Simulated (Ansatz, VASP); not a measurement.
# Mg3ZnS4 in VASP and in Ansatz

```xyz
8
Lattice="-2.7987 2.7987 5.5878 2.7987 -2.7987 5.5878 2.7987 2.7987 -5.5878" Properties=species:S:1:pos:R:3 pbc="T T T"
Mg    0.0000    2.7987    2.7939
Mg    0.0000    0.0000    5.5878
Mg    2.7987    0.0000    2.7939
S     1.4420   -1.4420    4.2253
S     1.4420    1.4420    6.9503
S    -1.4420    1.4420    4.2253
S     1.3567    1.3567    1.3625
Zn    0.0000    0.0000    0.0000
```

Alike in both runs: task single point; functional r2SCAN; k mesh 6 × 6 × 6; no spin polarisation.

```csv
,VASP,Ansatz
version,VASP 6.6.1,Ansatz 0.2.0
potentials or method,"VASP PAW PBE potentials, release 64 (Mg, S, Zn)","plane waves, PAW"
plane-wave cutoff (eV),520,500
occupations,"gaussian, width 0.01 eV",fixed
valence electrons in the cell,42,66
```

```tsv
	VASP	Ansatz	Ansatz less VASP
gap on the k mesh at the Fermi level (eV)	3.71	3.72	+0.006
pressure (GPa)	-0.2	0.0	+0.21
rms of the force components (eV/Å)	0.011	0.001	-0.0102
```

VASP's potentials were made for PBE, not for r2SCAN. VASP's potentials hold 42 valence electrons a cell and Ansatz's 66, so a difference there can come from the potentials and not from the codes.
